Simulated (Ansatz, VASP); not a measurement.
**Two plane-wave programs on Gd**

```xyz
2
Lattice="0.0000 3.4949 3.4949 3.4949 0.0000 3.4949 3.4949 3.4949 0.0000" Properties=species:S:1:pos:R:3 pbc="T T T"
Gd    0.0000    0.0000    0.0000
Gd    1.7474    1.7474    1.7474
```

Alike in both runs: functional PBE; k mesh 9 × 9 × 9; occupations fermi-dirac, width 0.03 eV; collinear spin.

Ansatz relaxed the structure, and its values are those at the end. VASP's run is a single point on that final structure, the one shown.

|  | VASP | Ansatz |
| --- | --- | --- |
| version | VASP 6.6.1 | Ansatz 0.2.0 |
| potentials or method | VASP PAW PBE potentials, release 64 (Gd) | PAW with Ansatz's default frozen-core files, scalar-relativistic |
| plane-wave cutoff (eV) | 520 | 420 |
| valence electrons in the cell | 36 | 36 |

|  | VASP | Ansatz | Ansatz less VASP |
| --- | --- | --- | --- |
| pressure (GPa) | 0.0 | 0.0 | 0.00 |
| net moment per atom (μB) | 7.68 | 7.68 | -0.004 |
| size of the moment on the site where the two differ most (μB) | 6.99 | 7.21 | +0.216 |

Site moments also hang on the region over which each program counts them. The functional is the same, so the differences come from potentials, cutoffs and numerics.

Spin-orbit coupling is off throughout.
